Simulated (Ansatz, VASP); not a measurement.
Zn: VASP beside Ansatz

Contents of INCAR:

```
PREC = Accurate ; ENCUT = 520
EDIFF = 1E-6 ; ISMEAR = 0
SIGMA = 0.15 ; LREAL = F
LASPH = T ; NELM = 100
ALGO = Fast ; ISIF = 2
LWAVE = F ; LCHARG = T
GGA = PS ; LELF = T
LVHAR = T ; NBANDS = 12
```

Contents of KPOINTS:

```
regular mesh
0
Gamma
  22 22 22
```

POSCAR

```
Zn
1.0
   -1.7629573165      1.5634818480      1.5634818480
    1.5634818480     -1.7629573165      1.5634818480
    1.5634818480      1.5634818480     -1.7629573165
Zn
1
Direct
    0.0000000000      0.0000000000      0.0000000000
```

Input for Ansatz:

```yaml
crystal:
  lattice:
    - [-1.7629573165, 1.563481848, 1.563481848]
    - [1.563481848, -1.7629573165, 1.563481848]
    - [1.563481848, 1.563481848, -1.7629573165]
  atoms:
    - { symbol: Zn, position: [0.0, 0.0, 0.0] }
basis:
  ecutwfc: 520.0
kpoints:
  mp_grid: { grid: [22, 22, 22] }
hamiltonian:
  xc: pbesol
scf:
  occupations: { method: gaussian, width: 0.15 }
output:
  forces: true
  stress: true
  eigenvalues: true
  write_density: true
  write_potential: true
  elf: true
  volumetric_format: npy
```

Alike in both runs: task single point; functional PBEsol; k mesh 22 × 22 × 22; occupations gaussian, width 0.15 eV; no spin polarisation.

|  | VASP | Ansatz |
| --- | --- | --- |
| version | VASP 6.6.1 | Ansatz 0.2.0 |
| potentials or method | VASP PAW PBE potentials, release 64 (Zn), cutoff 520 eV | scalar-relativistic, plane waves, PAW |
| valence electrons in the cell | 12 | 12 |

Ansatz gave:

* gap on the k mesh at the Fermi level (eV): none
* pressure (GPa): 1.5
* traceless stress, the component that is largest in VASP (GPa): 6.55

What did VASP give for the same quantities?

gap on the k mesh at the Fermi level (eV): none; pressure (GPa): 1.8; traceless stress, the component that is largest in VASP (GPa): 6.71.

VASP's potentials were made for PBE, not for PBEsol. A gap of «none» marks a metal or a gap that the smearing closes.
